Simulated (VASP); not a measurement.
# N (Pm-3m) in VASP: a series of runs

N is run at these levels: PBE; tasks: single point.

All numbers are computed with VASP 6.6.1; they aren't measurements. Logs are shortened: lines on timing, memory, paths and dates and some standing lists are left out, and cuts for length are marked.

**1. The cell of the first run**

The structure is cubic, space group Pm-3m (No. 221). The conventional cell has a = 1.827 Å, b = 1.827 Å, c = 1.827 Å, α = 90.00°, β = 90.00°, γ = 90.00°. Within 2.4 Å of N (site symmetry m-3m) lie 6 N at 1.83 Å.

**2. Single point, PBE**

File INCAR:

```
SYSTEM = N
ALGO = Normal
EDIFF = 1E-6
ENCUT = 520
GGA = PE
ISIF = 2
ISMEAR = -1
LASPH = .True.
LCHARG = .False.
LREAL = .False.
LWAVE = .False.
NBANDS = 8
NELM = 60
PREC = Accurate
SIGMA = 0.06122561905347299
```

File KPOINTS:

```
k-points
0
Gamma
  58 58 58
  0 0 0
```

File POSCAR:

```
N
1.0
    1.8267478645      0.0000000000      0.0000000000
    0.0000000000      1.8267478645      0.0000000000
    0.0000000000      0.0000000000      1.8267478645
N
1
Direct
    0.0000000000      0.0000000000      0.0000000000
```

Potentials or basis: VASP PAW PBE potentials, release 64 (N).

Command:

```
$ cat potpaw_PBE.64/N/POTCAR > POTCAR
$ mpirun -np 1 vasp_std > vasp.out
```

OUTCAR:

```text
SYSTEM = N
   EDIFF = 1E-6
   ENCUT = 520
   GGA = PE
   ISIF = 2
   ISMEAR = -1
   LASPH = .True.
   LREAL = .False.
   NELM = 60
   PREC = Accurate

 ion  position               nearest neighbor table
   1  0.000  0.000  0.000-

  LATTYP: Found a simple cubic cell.
 ALAT       =     1.8267478645

  Lattice vectors:

 A1 = (   1.8267478645,   0.0000000000,   0.0000000000)
 A2 = (   0.0000000000,   1.8267478645,   0.0000000000)
 A3 = (   0.0000000000,   0.0000000000,   1.8267478645)

Analysis of symmetry for initial positions (statically):
=====================================================================
 Subroutine PRICEL returns:
 Original cell was already a primitive cell.

 Routine SETGRP: Setting up the symmetry group for a
 simple cubic supercell.

 Subroutine GETGRP returns: Found 48 space group operations
 (whereof 48 operations were pure point group operations)
 out of a pool of 48 trial point group operations.

The static configuration has the point symmetry O_h .

Analysis of symmetry for dynamics (positions and initial velocities):
=====================================================================
 Subroutine PRICEL returns:
 Original cell was already a primitive cell.

 Routine SETGRP: Setting up the symmetry group for a
 simple cubic supercell.

 Subroutine GETGRP returns: Found 48 space group operations
 (whereof 48 operations were pure point group operations)
 out of a pool of 48 trial point group operations.

The dynamic configuration has the point symmetry O_h .

 Subroutine INISYM returns: Found 48 space group operations
 (whereof 48 operations are pure point group operations),
 and found     1 'primitive' translations

----------------------------------------------------------------------------------------

                                     Primitive cell

  volume of cell :       6.0959

  direct lattice vectors                    reciprocal lattice vectors
     1.826747864  0.000000000  0.000000000     0.547420922  0.000000000  0.000000000
     0.000000000  1.826747864  0.000000000     0.000000000  0.547420922  0.000000000
     0.000000000  0.000000000  1.826747864     0.000000000  0.000000000  0.547420922

  length of vectors
     1.826747864  1.826747864  1.826747864     0.547420922  0.547420922  0.547420922
[... 64 lines left out ...]
   dimension x,y,z NGX =    14 NGY =   14 NGZ =   14
   dimension x,y,z NGXF=    28 NGYF=   28 NGZF=   28
   ions per type =               1
   NGX,Y,Z   is equivalent  to a cutoff of  12.74, 12.74, 12.74 a.u.
   NGXF,Y,Z  is equivalent  to a cutoff of  25.48, 25.48, 25.48 a.u.
 SYSTEM =  N
   PREC   = accura    normal or accurate (medium, high low for compatibility)
   ISTART =      0    job   : 0-new  1-cont  2-samecut
   ICHARG =      2    charge: 1-file 2-atom 10-const
   ISPIN  =      1    spin polarized calculation?
   LNONCOLLINEAR =      F non collinear calculations
   LSORBIT =      F    spin-orbit coupling
   LASPH  =      T    aspherical Exc in radial PAW
   ENCUT  =  520.0 eV  38.22 Ry    6.18 a.u.   3.40  3.40  3.40*2*pi/ulx,y,z
   NELM   =     60;   NELMIN=  2; NELMDL= -5     # of ELM steps
   EDIFF  = 0.1E-05   stopping-criterion for ELM
   LREAL  =      F    real-space projection
[... 7 lines left out ...]
   TEBEG  =    0.0;   TEEND  =   0.0 temperature during run
   PSTRESS=    0.0 pullay stress
   NELECT =       5.0000    total number of electrons
   NUPDOWN=      -1.0000    fix difference up-down
   EMIN   =  10.00;   EMAX   =-10.00  energy-range for DOS
   EFERMI =   0.00;   METHOD = LEGACY
   ISMEAR =    -1;   SIGMA  =   0.06  broadening in eV -4-tet -1-fermi 0-gaus
   EFERMI_NEDOS =   21; number of points for ismear=-14 and -15
   IALGO  =     38    algorithm
   IMIX   =      4    mixing-type and parameters
     AMIX     =   0.40;   BMIX     =  1.00
     AMIX_MAG =   1.60;   BMIX_MAG =  1.00
  volume/ion in A,a.u.               =       6.10        41.14
  Fermi-wavevector in a.u.,A,eV,Ry     =   1.532450  2.895910 31.951949  2.348402
  Thomas-Fermi vector in A             =   2.639654
   LORBIT       =      0    0 simple, 1 ext, 2 COOP (PROOUT), +10 PAW based schemes
   GGA     = PE    functional components
   LHFCALC =     F    Hartree Fock is set to
   AEXX    =    0.0000 exact exchange contribution
   IVDW    =     0    specifies the selected vdW correction
   LEPSILON=     F    determine dielectric tensor
   LRPA    =     F    only Hartree local field effects (RPA)
 non-spin polarized calculation
  energy-cutoff  :      520.00
  volume of cell :        6.10
 maximum number of plane-waves:       174
 NGX is ok and might be reduce to    14
   NGX =  7   NGY =  7   NGZ =  7

 number of electron       4.9999999 magnetization

 Free energy of the ion-electron system (eV)
  ---------------------------------------------------
  ext. energy  EPLUGINS =         0.00000000
  ---------------------------------------------------
  free energy    TOTEN  =        -5.06596922 eV

  energy without entropy =       -5.06233887  energy(sigma->0) =       -5.06415404

 E-fermi :   8.6826     XC(G=0): -13.5632

 val. band max:        8.6798759574   @ k =   0.3621   0.2414   0.1034
 cond. band min:       8.6840808047   @ k =   0.4483   0.2586   0.1034
 fundamental gap:      0.0042048473
 Fermi energy:         8.6826087564

 k-point     1 :       0.0000    0.0000    0.0000
  band No.  band energies     occupation
      1     -14.9172      2.00000
      2      12.9372      0.00000
      3      12.9372      0.00000
      4      12.9372      0.00000
      5      32.2428      0.00000
      6      34.8016      0.00000
      7      34.8016      0.00000
      8      60.1124      0.00000
[... 243 lines left out ...]
 k-point    24 :       0.3966    0.0000    0.0000
  band No.  band energies     occupation
      1      -9.6840      2.00000
      2      -0.8313      2.00000
      3      14.7485      0.00000
      4      14.7485      0.00000
      5      33.9944      0.00000
      6      40.5062      0.00000
      7      42.5787      0.00000
      8      48.8817      0.00000

 [... further k-points ...]
[... 5 lines left out ...]
  --------------------------------------------------------------------------------------
  -------------------------------------------------------------------------------------
  Total        0.5395211      0.5395211      0.5395211     -0.0000000     -0.0000000      0.0000000
  in kB      141.8022790    141.8022790    141.8022790     -0.0000000     -0.0000000      0.0000000
  external PRESSURE =     141.8022790 kB  Pullay stress =       0.0000000 kB

 VOLUME and BASIS-vectors are now :
 -----------------------------------------------------------------------------
  energy-cutoff  :      520.00
  volume of cell :        6.10
      direct lattice vectors                 reciprocal lattice vectors
     1.826747864  0.000000000  0.000000000     0.547420922  0.000000000  0.000000000
     0.000000000  1.826747864  0.000000000     0.000000000  0.547420922  0.000000000
     0.000000000  0.000000000  1.826747864     0.000000000  0.000000000  0.547420922

 POSITION                                       TOTAL-FORCE (eV/Angst)
 -----------------------------------------------------------------------------------
      0.00000      0.00000      0.00000         0.000000      0.000000      0.000000
 -----------------------------------------------------------------------------------
    total drift:                               -0.000000     -0.000000     -0.000000

  FREE ENERGIE OF THE ION-ELECTRON SYSTEM (eV)
  ---------------------------------------------------
  free  energy   TOTEN  =        -5.0659692209 eV

  energy  without entropy=       -5.0623388656  energy(sigma->0) =       -5.06415404
```

OSZICAR:

```text
N       E                     dE             d eps       ncg     rms          rms(c)
DAV:   1    -0.516632522827E+00   -0.51663E+00   -0.27710E+03 89136   0.554E+02
DAV:   2    -0.504449260066E+01   -0.45279E+01   -0.43294E+01102856   0.732E+01
DAV:   3    -0.505741989171E+01   -0.12927E-01   -0.12913E-01 99800   0.357E+00
DAV:   4    -0.505742216911E+01   -0.22774E-05   -0.22769E-05116104   0.449E-02
DAV:   5    -0.505742216940E+01   -0.28842E-09   -0.15979E-09 97936   0.243E-04    0.184E+00
DAV:   6    -0.506059971959E+01   -0.31776E-02   -0.47360E-03 87088   0.578E-01    0.113E+00
DAV:   7    -0.506584986394E+01   -0.52501E-02   -0.75444E-03 81912   0.779E-01    0.100E-01
DAV:   8    -0.506596670991E+01   -0.11685E-03   -0.27755E-04 87656   0.124E-01    0.308E-02
DAV:   9    -0.506596877139E+01   -0.20615E-05   -0.14280E-05101080   0.305E-02    0.719E-03
DAV:  10    -0.506596922094E+01   -0.44955E-06   -0.21147E-06 87328   0.131E-02
   1 F= -.50659692E+01 E0= -.50641540E+01  d E =-.363036E-02
```

It took 1.7 min on 1 thread of Intel Xeon 8259CL, shared host; peak memory 0.29 GiB.

Results:

```
Free energy            : -5.0660 eV
Pressure               : 14.2 GPa
Band gap on the k mesh : zero (an odd number of electrons rules out a gap without spin polarisation)
```

Caveat: the cell stands under pressure.

[end of part 1 of 2]
